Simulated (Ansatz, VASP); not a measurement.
## C: VASP beside Ansatz

The input INCAR:

```
SYSTEM = C
PREC = Accurate
ENCUT = 520
EDIFF = 1E-6
ISMEAR = 0
SIGMA = 0.05
LREAL = .False.
LASPH = .True.
NELM = 80
ALGO = Normal
ISIF = 2
LWAVE = .False.
LCHARG = .False.
GGA = PS
NBANDS = 11
```

Contents of KPOINTS:

```
regular mesh
0
Gamma
  22 22 22
  0 0 0
```

The input POSCAR:

```
C
1.0
    0.0000000000      1.6765207745      1.6765207745
    1.6765207745      0.0000000000      1.6765207745
    1.6765207745      1.6765207745      0.0000000000
C
2
Direct
    0.0000000000      0.0000000000      0.0000000000
    0.2500000000      0.2500000000      0.2500000000
```

Input for Ansatz:

```yaml
crystal:
  lattice:
    - [0.0, 1.6765207745, 1.6765207745]
    - [1.6765207745, 0.0, 1.6765207745]
    - [1.6765207745, 1.6765207745, 0.0]
  atoms:
    - { symbol: C, position: [0.0, 0.0, 0.0] }
    - { symbol: C, position: [0.25, 0.25, 0.25] }
basis:
  ecutwfc: 420
  ecutrho_ratio: 4
kpoints:
  mp_grid: { grid: [22, 22, 22] }
hamiltonian:
  xc: pbesol
scf:
  occupations: { method: gaussian, width: 0.05 }
output:
  forces: true
  stress: true
  eigenvalues: true
```

Alike in both runs: task single point; functional PBEsol; k mesh 22 × 22 × 22; occupations gaussian, width 0.05 eV; no spin polarisation.

|  | VASP | Ansatz |
| --- | --- | --- |
| version | VASP 6.6.1 | Ansatz 0.2.0 |
| potentials or method | VASP PAW PBE potentials, release 64 (C), cutoff 520 eV | scalar-relativistic, plane waves, PAW |
| valence electrons in the cell | 8 | 8 |

```tsv
	VASP	Ansatz	Ansatz less VASP
gap on the k mesh at the Fermi level (eV)	4.44	4.45	+0.011
least direct gap on the mesh (eV)	6.05	6.06	+0.007
```

VASP's potentials were made for PBE, not for PBEsol.
